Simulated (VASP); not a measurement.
Input of a VASP 6.6.1 run:

The input INCAR:

```
PREC = Accurate ; ENCUT = 520
EDIFF = 1E-8 ; ISMEAR = -1
SIGMA = 0.03 ; LREAL = F
LASPH = T ; NELM = 60
ALGO = Normal ; ISIF = 2
LWAVE = F ; LCHARG = F
GGA = CA ; LEFG = T
NBANDS = 14
```

File KPOINTS:

```
Automatic mesh
0
Gamma
  16 16 16
```

Contents of POSCAR:

```
Rh
1.0
    0.0000000000      1.8627319650      1.8627319650
    1.8627319650      0.0000000000      1.8627319650
    1.8627319650      1.8627319650      0.0000000000
Rh
1
Direct
    0.0000000000      0.0000000000      0.0000000000
```

Potentials or basis: VASP PAW LDA potentials, release 64 (Rh_pv).

Run with:

```sh
$ cat potpaw_LDA.64/Rh_pv/POTCAR > POTCAR
$ mpirun -np 1 vasp_std > vasp.out
```

Question: What does it give for the pressure?

Answer: 8.7 GPa.

Caveat: without QUAD_EFG the Cq values of the log hold for a quadrupole moment of 1 mb, not for the nuclei.
